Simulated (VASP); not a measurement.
Here is a VASP 6.6.1 calculation.

File INCAR:

```
SYSTEM = NaF
  ALGO = Normal
  EDIFF = 1E-6
  ENCUT = 520
  GGA = PE
  ISIF = 2
  ISMEAR = 0
  LASPH = .True.
  LCHARG = .False.
  LREAL = .False.
  LWAVE = .False.
  NBANDS = 14
  NELM = 60
  PREC = Accurate
  SIGMA = 0.02
```

The input KPOINTS:

```
k-points
0
Gamma
  8 8 8
  0 0 0
```

File POSCAR:

```
NaF
1.0
    0.0000000000      2.3017763979      2.3017763979
    2.3017763979      0.0000000000      2.3017763979
    2.3017763979      2.3017763979      0.0000000000
Na F
1 1
Direct
    0.0000000000      0.0000000000      0.0000000000
    0.5000000000      0.5000000000      0.5000000000
```

Potentials or basis: VASP PAW PBE potentials, release 64 (Na_pv, F).

The run is started by

```console
$ cat potpaw_PBE.64/Na_pv/POTCAR potpaw_PBE.64/F/POTCAR > POTCAR
$ mpirun -np 1 vasp_std > vasp.out
```

What does it give for the pressure?

3.1 GPa.

What does it give for the band gap on the k mesh?

6.41 eV, direct.
